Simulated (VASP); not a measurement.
# Si (a cell with a defect) in VASP: further runs

The runs below take Si (a cell with a defect) through single point, with PBEsol.

All numbers are computed with VASP 6.6.1; they aren't measurements. Logs are shortened: lines on timing, memory, paths and dates and some standing lists are left out, and cuts for length are marked.

## 1. The cell of the first run

The cell holds a defect, 17 atoms: a = 7.679 Å, b = 7.679 Å, c = 7.679 Å, α = 60.00°, β = 60.00°, γ = 60.00°.

## 2. Single point, PBEsol

INCAR

```
SYSTEM = Si
PREC = Accurate
ENCUT = 520
EDIFF = 1E-7
ISMEAR = -1
SIGMA = 0.02
LREAL = Auto
LASPH = .TRUE.
NELM = 100
ALGO = Normal
ISIF = 2
LWAVE = .FALSE.
LCHARG = .TRUE.
GGA = PS
LELF = .TRUE.
LVHAR = .TRUE.
NBANDS = 48
```

KPOINTS

```
Automatic mesh
0
G
  2 2 2
  0 0 0
```

POSCAR

```
Si
1.0
    0.0000000000      5.4300000000      5.4300000000
    5.4300000000      0.0000000000      5.4300000000
    5.4300000000      5.4300000000      0.0000000000
Si
17
Direct
   -0.0721639042     -0.0437292818      0.1398618785
    0.0998250460      0.1419797422      0.1580939227
    0.0613627993     -0.0360220994      0.5153591160
    0.0781215470      0.1073664825      0.7240699816
    0.0381675875      0.5038029466     -0.0220349908
    0.1424585635      0.6200644567      0.1357182320
    0.0132872928      0.4581307551      0.5153683241
    0.1700276243      0.5811510129      0.6077808471
    0.4741804788      0.0237384899     -0.0208103131
    0.5710220994      0.1290147330      0.1490147330
    0.4565377532      0.0334990792      0.5147513812
    0.6388305709      0.1663443831      0.6129005525
    0.4999263352      0.5028913444     -0.0312891344
    0.6804696133      0.6503959484     -0.0030662983
    0.5321823204      0.5276887661      0.3939871087
    0.6229005525      0.6257550645      0.5994567219
    0.8044198895      0.8269613260      0.5670165746
```

Potentials or basis: VASP PAW PBE potentials, release 64 (Si).

Run with:

```console
> cat potpaw_PBE.64/Si/POTCAR > POTCAR
> mpirun -np 1 vasp_std > vasp.out
```

OUTCAR:

```text
SYSTEM = Si
   PREC = Accurate
   ENCUT = 520
   EDIFF = 1E-7
   ISMEAR = -1
   LREAL = Auto
   LASPH = .TRUE.
   NELM = 100
   ISIF = 2
   GGA = PS

 ion  position               nearest neighbor table
   1  0.928  0.956  0.140-   6 2.27  10 2.35   2 2.46   4 2.61  17 2.69
   2  0.100  0.142  0.158-   3 2.31   5 2.31   9 2.38   1 2.46
   3  0.061  0.964  0.515-   2 2.31   8 2.43   4 2.43  17 2.46  12 2.68
   4  0.078  0.107  0.724-   7 2.28   3 2.43  11 2.44   1 2.61
   5  0.038  0.504  0.978-   2 2.31   8 2.34  14 2.35   6 2.38
   6  0.142  0.620  0.136-  13 2.27   1 2.27   5 2.38   7 2.40
   7  0.013  0.458  0.515-   4 2.28   8 2.35   6 2.40  16 2.47  17 2.59
   8  0.170  0.581  0.608-   5 2.34   7 2.35  15 2.36   3 2.43  17 2.56
   9  0.474  0.024  0.979-  12 2.34  10 2.35   2 2.38  14 2.46
  10  0.571  0.129  0.149-  11 2.31   9 2.35   1 2.35  13 2.38
  11  0.457  0.033  0.515-  10 2.31   4 2.44  17 2.45  16 2.58  12 2.61
  12  0.639  0.166  0.613-   9 2.34  15 2.37  17 2.39  11 2.61   3 2.68
  13  0.500  0.503  0.969-   6 2.27  16 2.32  14 2.32  10 2.38
  14  0.680  0.650  0.997-  13 2.32   5 2.35   9 2.46  15 2.49  17 2.70
  15  0.532  0.528  0.394-   8 2.36  12 2.37  14 2.49  16 2.52
  16  0.623  0.626  0.599-  13 2.32  17 2.41   7 2.47  15 2.52  11 2.58
  17  0.804  0.827  0.567-  12 2.39  16 2.41  11 2.45   3 2.46   8 2.56   7 2.59   1 2.69  14 2.70

  LATTYP: Found a face centered cubic cell.
 ALAT       =    10.8600000000

  Lattice vectors:

 A1 = (   0.0000000000,   5.4300000000,   5.4300000000)
 A2 = (   5.4300000000,   0.0000000000,   5.4300000000)
 A3 = (   5.4300000000,   5.4300000000,   0.0000000000)

Analysis of symmetry for initial positions (statically):
=====================================================================
 Subroutine PRICEL returns:
 Original cell was already a primitive cell.

 Routine SETGRP: Setting up the symmetry group for a
 face centered cubic supercell.

 Subroutine GETGRP returns: Found  1 space group operations
 (whereof  1 operations were pure point group operations)
 out of a pool of 48 trial point group operations.

The static configuration has the point symmetry C_1 .

Analysis of symmetry for dynamics (positions and initial velocities):
=====================================================================
 Subroutine PRICEL returns:
 Original cell was already a primitive cell.

 Routine SETGRP: Setting up the symmetry group for a
 face centered cubic supercell.

 Subroutine GETGRP returns: Found  1 space group operations
 (whereof  1 operations were pure point group operations)
 out of a pool of 48 trial point group operations.

The dynamic configuration has the point symmetry C_1 .

 Subroutine INISYM returns: Found  1 space group operations
 (whereof  1 operations are pure point group operations),
 and found     1 'primitive' translations

----------------------------------------------------------------------------------------

                                     Primitive cell

  volume of cell :     320.2060

  direct lattice vectors                    reciprocal lattice vectors
     0.000000000  5.430000000  5.430000000    -0.092081031  0.092081031  0.092081031
     5.430000000  0.000000000  5.430000000     0.092081031 -0.092081031  0.092081031
     5.430000000  5.430000000  0.000000000     0.092081031  0.092081031 -0.092081031

  length of vectors
     7.679179644  7.679179644  7.679179644     0.159489025  0.159489025  0.159489025

  position of ions in fractional coordinates (direct lattice)
     0.927836096  0.956270718  0.139861878
     0.099825046  0.141979742  0.158093923
     0.061362799  0.963977901  0.515359116
     0.078121547  0.107366482  0.724069982
     0.038167587  0.503802947  0.977965009
     0.142458563  0.620064457  0.135718232
[... 9 lines left out ...]
     0.622900552  0.625755064  0.599456722
     0.804419889  0.826961326  0.567016575

  ion indices of the primitive-cell ions
   primitive index   ion index
                 1           1
                 2           2
                 3           3
                 4           4
                 5           5
                 6           6
[... 9 lines left out ...]
                16          16
                17          17

----------------------------------------------------------------------------------------

 KPOINTS: Automatic mesh

Automatic generation of k-mesh.
 Grid dimensions read from file:
 generate k-points for:    2    2    2

 Generating k-lattice:

  Cartesian coordinates                     Fractional coordinates (reciprocal lattice)
    -0.046040516  0.046040516  0.046040516     0.500000000  0.000000000  0.000000000
     0.046040516 -0.046040516  0.046040516     0.000000000  0.500000000  0.000000000
     0.046040516  0.046040516 -0.046040516     0.000000000  0.000000000  0.500000000

  Length of vectors
     0.079744512  0.079744512  0.079744512

  Shift w.r.t. Gamma in fractional coordinates (k-lattice)
     0.000000000  0.000000000  0.000000000

 Subroutine IBZKPT returns following result:
 ===========================================

 Found      8 irreducible k-points:

 Following reciprocal coordinates:
            Coordinates               Weight
  0.000000  0.000000  0.000000      1.000000
  0.500000  0.000000  0.000000      1.000000
  0.000000  0.500000  0.000000      1.000000
  0.000000  0.000000  0.500000      1.000000
  0.500000  0.500000  0.500000      1.000000
  0.500000  0.500000  0.000000      1.000000
  0.000000  0.500000  0.500000      1.000000
  0.500000  0.000000  0.500000      1.000000
   k-points           NKPTS =      8   k-points in BZ     NKDIM =      8   number of bands    NBANDS=     48
   number of dos      NEDOS =    301   number of ions     NIONS =     17
   total plane-waves  NPLWV = 216000
   dimension x,y,z NGX =    60 NGY =   60 NGZ =   60
   dimension x,y,z NGXF=   120 NGYF=  120 NGZF=  120
   ions per type =              17
   NGX,Y,Z   is equivalent  to a cutoff of  12.99, 12.99, 12.99 a.u.
   NGXF,Y,Z  is equivalent  to a cutoff of  25.98, 25.98, 25.98 a.u.
 SYSTEM =  Si
   PREC   = accura    normal or accurate (medium, high low for compatibility)
   ISTART =      0    job   : 0-new  1-cont  2-samecut
   ICHARG =      2    charge: 1-file 2-atom 10-const
   ISPIN  =      1    spin polarized calculation?
   LNONCOLLINEAR =      F non collinear calculations
   LSORBIT =      F    spin-orbit coupling
   LASPH  =      T    aspherical Exc in radial PAW
   ENCUT  =  520.0 eV  38.22 Ry    6.18 a.u.  14.28 14.28 14.28*2*pi/ulx,y,z
   NELM   =    100;   NELMIN=  2; NELMDL= -5     # of ELM steps
   EDIFF  = 0.1E-06   stopping-criterion for ELM
   LREAL  =      T    real-space projection
   EDIFFG = 0.1E-05   stopping-criterion for IOM
   NSW    =      0    number of steps for IOM
   IBRION =     -1    ionic relax: 0-MD 1-quasi-New 2-CG
   NFREE  =      0    steps in history (QN), initial steepest desc. (CG)
   ISIF   =      2    stress and relaxation
   ISYM   =      2    0-nonsym 1-usesym 2-fastsym
   POTIM  = 0.5000    time-step for ionic-motion
   TEBEG  =    0.0;   TEEND  =   0.0 temperature during run
   PSTRESS=    0.0 pullay stress
   NELECT =      68.0000    total number of electrons
   NUPDOWN=      -1.0000    fix difference up-down
   EMIN   =  10.00;   EMAX   =-10.00  energy-range for DOS
   EFERMI =   0.00;   METHOD = LEGACY
   ISMEAR =    -1;   SIGMA  =   0.02  broadening in eV -4-tet -1-fermi 0-gaus
   EFERMI_NEDOS =   21; number of points for ismear=-14 and -15
   IALGO  =     38    algorithm
   IMIX   =      4    mixing-type and parameters
     AMIX     =   0.40;   BMIX     =  1.00
     AMIX_MAG =   1.60;   BMIX_MAG =  1.00
  volume/ion in A,a.u.               =      18.84       127.11
  Fermi-wavevector in a.u.,A,eV,Ry     =   0.976715  1.845724 12.979587  0.953973
  Thomas-Fermi vector in A             =   2.107356
   LORBIT       =      0    0 simple, 1 ext, 2 COOP (PROOUT), +10 PAW based schemes
   GGA     = PS    functional components
   LHFCALC =     F    Hartree Fock is set to
   AEXX    =    0.0000 exact exchange contribution
   IVDW    =     0    specifies the selected vdW correction
   LEPSILON=     F    determine dielectric tensor
   LRPA    =     F    only Hartree local field effects (RPA)
 non-spin polarized calculation
  energy-cutoff  :      520.00
  volume of cell :      320.21
 maximum number of plane-waves:      8646
 NGX is ok and might be reduce to    60
   NGX = 29   NGY = 29   NGZ = 29

 number of electron      68.0000000 magnetization

 Free energy of the ion-electron system (eV)
  ---------------------------------------------------
  ext. energy  EPLUGINS =         0.00000000
  ---------------------------------------------------
  free energy    TOTEN  =       -92.68284968 eV

  energy without entropy =      -92.68148058  energy(sigma->0) =      -92.68216513

 E-fermi :   6.4950     XC(G=0):  -9.8710

 val. band max:        6.4207342159   @ k =   0.0000   0.5000   0.0000
 cond. band min:       6.5657936401   @ k =   0.0000   0.0000   0.0000
 fundamental gap:      0.1450594243
 Fermi energy:         6.4950351087

 k-point     1 :       0.0000    0.0000    0.0000
  band No.  band energies     occupation
      1      -6.2332      2.00000
      2      -3.6910      2.00000
      3      -3.6557      2.00000
      4      -3.5685      2.00000
      5      -3.2686      2.00000
      6      -2.5674      2.00000
[... 38 lines left out ...]
     45       8.4163      0.00000
     46       8.7063      0.00000

 k-point     2 :       0.5000    0.0000    0.0000
  band No.  band energies     occupation
      1      -5.7369      2.00000
      2      -5.0388      2.00000
      3      -3.4421      2.00000
      4      -3.3449      2.00000
      5      -3.2233      2.00000
      6      -2.9618      2.00000
[... 286 lines left out ...]
 k-point     8 :       0.5000    0.0000    0.5000
  band No.  band energies     occupation
      1      -5.6157      2.00000
      2      -4.6806      2.00000
      3      -4.1439      2.00000
      4      -3.8713      2.00000
      5      -3.8243      2.00000
      6      -3.3158      2.00000
[... 38 lines left out ...]
     45      10.0075      0.00000
     46      10.1408      0.00000
 [bands above 46 left out]

------------------------ aborting loop because EDIFF is reached ----------------------------------------

  FORCE on cell =-STRESS in cart. coord.  units (eV):
  Direction    XX          YY          ZZ          XY          YZ          ZX
  --------------------------------------------------------------------------------------
  -------------------------------------------------------------------------------------
  Total       -0.4131076      0.1908135      1.6714785     -0.3482727     -1.4897728     -0.4688379
  in kB       -2.0670180      0.9547513      8.3633812     -1.7426113     -7.4542018     -2.3458692
  external PRESSURE =       2.4170382 kB  Pullay stress =       0.0000000 kB

 VOLUME and BASIS-vectors are now :
 -----------------------------------------------------------------------------
  energy-cutoff  :      520.00
  volume of cell :      320.21
      direct lattice vectors                 reciprocal lattice vectors
     0.000000000  5.430000000  5.430000000    -0.092081031  0.092081031  0.092081031
     5.430000000  0.000000000  5.430000000     0.092081031 -0.092081031  0.092081031
     5.430000000  5.430000000  0.000000000     0.092081031  0.092081031 -0.092081031

 POSITION                                       TOTAL-FORCE (eV/Angst)
 -----------------------------------------------------------------------------------
      5.95200      5.79760     10.23070         0.747665     -0.092791      1.400899
      1.62940      1.40050      1.31300        -1.119441     -0.218809     -0.284890
      8.03280      3.13160      5.56760         1.168687      0.045405      0.088588
      4.51470      4.35590      1.00720        -0.835678      0.617025     -0.450315
      8.04600      5.51760      2.94290         0.306836      0.109504      0.014459
      4.10390      1.51050      4.14050        -0.247950     -0.188906     -1.175124
[... 9 lines left out ...]
      6.65290      6.63740      6.78020        -0.565719     -0.991641     -0.193327
      7.56930      7.44690      8.85840        -0.212791     -0.023597      0.042090
 -----------------------------------------------------------------------------------
    total drift:                               -0.001389      0.000699      0.001276

  FREE ENERGIE OF THE ION-ELECTRON SYSTEM (eV)
  ---------------------------------------------------
  free  energy   TOTEN  =       -92.6828496776 eV

  energy  without entropy=      -92.6814805810  energy(sigma->0) =      -92.68216513
```

It took 2.2 min on 1 thread of Intel Xeon 6975P-C (Granite Rapids), shared host; peak memory 0.45 GiB.

Results:

```
Free energy            : -92.6828 eV
Pressure               : 0.2 GPa
Largest force          : 1.591 eV/Å
Band gap on the k mesh : 0.15 eV
```

Forces on the atoms (eV/Å):
```
Si   0.748 -0.093  1.401
Si  -1.119 -0.219 -0.285
Si   1.169  0.045  0.089
Si  -0.836  0.617 -0.450
Si   0.307  0.110  0.014
Si  -0.248 -0.189 -1.175
Si  -0.126 -0.926  0.154
Si   0.230  0.299  0.477
Si  -0.173  0.472 -0.335
Si  -0.244 -0.305  0.449
Si   0.482  0.344 -0.722
Si  -0.283 -0.319  0.084
Si  -0.493  0.654 -0.098
Si   1.073 -0.258  0.237
Si   0.292  0.783  0.310
Si  -0.566 -0.992 -0.193
Si  -0.213 -0.024  0.042
```

Levels at points of the mesh, in eV from the valence-band top:
```tsv
k point	band 32	band 33	band 34	band 35	band 36	band 37
(0.00, 0.00, 0.00)	-0.49	-0.31	-0.05	0.15	0.30	0.65
(0.50, 0.00, 0.00)	-0.82	-0.38	-0.05	0.49	0.70	1.02
(0.00, 0.50, 0.00)	-0.80	-0.37	0.00	0.41	0.88	1.03
(0.00, 0.00, 0.50)	-0.78	-0.61	-0.43	0.32	0.50	1.37
(0.50, 0.50, 0.50)	-0.96	-0.30	-0.18	0.35	0.81	1.07
(0.50, 0.50, 0.00)	-1.07	-0.33	-0.18	0.40	1.38	1.72
(0.00, 0.50, 0.50)	-1.00	-0.33	-0.15	0.48	1.41	1.61
(0.50, 0.00, 0.50)	-1.08	-0.31	-0.10	0.40	1.57	1.67
```

Caveat: the k points lie up to 0.50 Å⁻¹ apart; the PAW data sets were made with another functional, which shifts forces and pressure a little.

## 3. Single point, PBEsol

INCAR

```
PREC = Accurate
ENCUT = 520
EDIFF = 1E-6
ISMEAR = -1
SIGMA = 0.02
LREAL = Auto
LASPH = T
NELM = 80
ALGO = Normal
ISIF = 2
LWAVE = F
LCHARG = F
GGA = PS
NBANDS = 48
```

KPOINTS

```
regular mesh
0
Gamma
  2 2 2
```

POSCAR

```
Si
1.0
    0.0000000000      5.4300000000      5.4300000000
    5.4300000000      0.0000000000      5.4300000000
    5.4300000000      5.4300000000      0.0000000000
Si
17
Direct
    0.0022559853     -0.0762891344      0.0859760589
    0.1463167587      0.1146777164      0.1174585635
   -0.0530570902      0.0904788214      0.4796685083
    0.1078176796      0.0476519337      0.7224585635
    0.0070073665      0.5208563536     -0.0317034991
    0.1288950276      0.5783241252      0.1570534070
   -0.0126887661      0.4471086556      0.5524493554
    0.1595856354      0.7295119705      0.6168600368
    0.5211141805      0.0453867403     -0.0195856354
    0.6423572744      0.1081952118      0.1447882136
    0.4738305709     -0.0547145488      0.5256721915
    0.5635359116      0.1598710866      0.6046777164
    0.4867219153      0.4992081031      0.0208655617
    0.6878637201      0.7003683241     -0.0411233886
    0.5138581952      0.5470257827      0.4025874770
    0.6064548803      0.5645948435      0.6636003683
    0.8296685083      0.7967403315      0.5545119705
```

Potentials or basis: VASP PAW PBE potentials, release 64 (Si).

Run with:

```console
> cat potpaw_PBE.64/Si/POTCAR > POTCAR
> mpirun -np 1 vasp_std > vasp.out
```

Wall time 1.9 min (1 thread of Intel Xeon 6975P-C (Granite Rapids), shared host); peak memory 0.46 GiB.

Results (log left out):

- Free energy: -91.4069 eV
- Pressure: 0.4 GPa
- Largest force: 3.148 eV/Å
- Band gap on the k mesh: 0.04 eV

Forces on the atoms (eV/Å):
```
Si   1.780 -0.143  0.965
Si   0.530 -0.442  0.659
Si   0.366  0.260  0.061
Si  -0.773 -1.510  1.011
Si  -1.528  2.714  0.464
Si  -0.207  0.904 -2.118
Si  -1.292  0.260 -0.207
Si  -0.859  0.347  0.197
Si  -1.033 -1.575 -0.997
Si   1.534  0.238  0.033
Si   0.136 -0.297  0.404
Si   0.675  0.275  0.609
Si  -0.384  1.336  0.238
Si   0.928 -1.961 -1.487
Si   0.810  0.273 -0.428
Si  -1.345 -1.268  0.014
Si   0.661  0.589  0.583
```

Stress tensor (GPa, compression positive):
```
 1.03 -1.00 -0.56
-1.00  1.59  1.92
-0.56  1.92 -1.47
```

Levels at points of the mesh, in eV from the valence-band top:
| k point | band 31 | band 32 | band 33 | band 34 | band 35 | band 36 | band 37 | band 38 |
| --- | --- | --- | --- | --- | --- | --- | --- | --- |
| (0.00, 0.00, 0.00) | -0.91 | -0.79 | -0.47 | -0.04 | 0.13 | 0.33 | 0.41 | 0.60 |
| (0.50, 0.00, 0.00) | -1.14 | -0.71 | -0.31 | -0.24 | 0.04 | 0.58 | 0.97 | 1.21 |
| (0.00, 0.50, 0.00) | -1.27 | -0.81 | -0.69 | 0.00 | 0.53 | 0.70 | 1.07 | 1.25 |
| (0.00, 0.00, 0.50) | -1.05 | -0.75 | -0.40 | -0.21 | 0.09 | 0.81 | 0.99 | 1.16 |
| (0.50, 0.50, 0.50) | -1.06 | -0.77 | -0.32 | -0.11 | 0.10 | 0.47 | 0.79 | 1.10 |
| (0.50, 0.50, 0.00) | -1.15 | -0.66 | -0.41 | -0.01 | 0.32 | 1.12 | 1.45 | 1.47 |
| (0.00, 0.50, 0.50) | -1.21 | -0.96 | -0.47 | -0.10 | 0.52 | 1.21 | 1.36 | 1.48 |
| (0.50, 0.00, 0.50) | -1.13 | -0.87 | -0.43 | -0.25 | 0.27 | 1.15 | 1.40 | 1.54 |

Caveat: the k points lie up to 0.50 Å⁻¹ apart; the atoms stand as in a frame of molecular dynamics; the PAW data sets were made with another functional, which shifts forces and pressure a little.

[end of part 1 of 2]
